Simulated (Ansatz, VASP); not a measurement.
**TaN in VASP and in Ansatz**

File INCAR:

```
PREC = Accurate
ENCUT = 600
EDIFF = 1E-6
ISMEAR = -1
SIGMA = 0.05
LREAL = F
LASPH = T
NELM = 150
ALGO = Normal
ISIF = 3
LWAVE = F
LCHARG = F
LMAXMIX = 4
LDAU = T
LDAUTYPE = 2
LDAUL = 2 -1
LDAUU = 5 0
LDAUJ = 0 0
LDAUPRINT = 1
GGA = PE
IBRION = 2
NSW = 60
EDIFFG = -0.01
```

Contents of KPOINTS:

```
Automatic mesh
0
Gamma
  6 6 9
```

The input POSCAR:

```
TaN
1.0
    5.1850002000      0.0000000000      0.0000000000
   -2.5925001000      4.4903418900      0.0000000000
    0.0000000000      0.0000000000      2.9080005300
Ta N
3 3
Direct
    0.0000000000      0.0000000000      0.0000000000
    0.3333333333      0.6666666667      0.5000000000
    0.6666666667      0.3333333333      0.5000000000
    0.5000000000      0.0000000000      0.0000000000
    0.5000000000      0.5000000000      0.0000000000
    0.0000000000      0.5000000000      0.0000000000
```

File input.yaml:

```yaml
crystal:
  lattice:
    - [5.1850002, 0.0, 0.0]
    - [-2.5925001, 4.49034189, 0.0]
    - [0.0, 0.0, 2.90800053]
  atoms:
    - { symbol: Ta, position: [0.0, 0.0, 0.0] }
    - { symbol: Ta, position: [0.3333333333, 0.6666666667, 0.5] }
    - { symbol: Ta, position: [0.6666666667, 0.3333333333, 0.5] }
    - { symbol: "N", position: [0.5, 0.0, 0.0] }
    - { symbol: "N", position: [0.5, 0.5, 0.0] }
    - { symbol: "N", position: [0.0, 0.5, 0.0] }
hamiltonian:
  xc: pbe
  pseudopotentials: { kind: paw }
  hubbard: { sites: [{ species: Ta, l: d, u_eff: 5.0 }] }
kpoints:
  mp_grid: { grid: [6, 6, 9] }
scf:
  occupations: { method: fermi_dirac, width: 0.05 }
output:
  forces: true
  stress: true
  eigenvalues: true
  write_density: true
  write_potential: true
  elf: true
  volumetric_format: npy
relax:
  f_tol: 0.01
  max_steps: 40
  cell: { stress_tol: 0.05 }
```

Alike in both runs: task relaxation of cell and atoms; functional PBE; k mesh 6 × 6 × 9; occupations fermi-dirac, width 0.05 eV; no spin polarisation; Hubbard terms Ta d U = 5.0 eV.

```csv
,VASP,Ansatz
version,VASP 6.6.1,Ansatz 0.2.0
potentials or method,"VASP PAW PBE potentials, release 64 (Ta_pv, N)",Ansatz PAW
plane-wave cutoff (eV),600,420
valence electrons in the cell,48,54
```

```tsv
	VASP	Ansatz	Ansatz less VASP
gap on the k mesh at the Fermi level, each at its own relaxed structure (eV)	none	none	-
relaxed volume (Å³/atom)	12.23	11.88	-0.347
relaxed cell length with the largest relative difference (Å)	2.981	2.930	-0.0509
```

The programs project onto different local orbitals, so the same U acts differently, and such runs can settle in different states. A gap of «none» marks a metal or a gap that the smearing closes. VASP's potentials hold 48 valence electrons a cell and Ansatz's 54, so a difference there can come from the potentials and not from the codes.

Spin-orbit coupling is off throughout. Noted on Ansatz's run: the plane-wave basis is chosen anew once the cell has moved, so the energies of steps on either side of that aren't comparable.
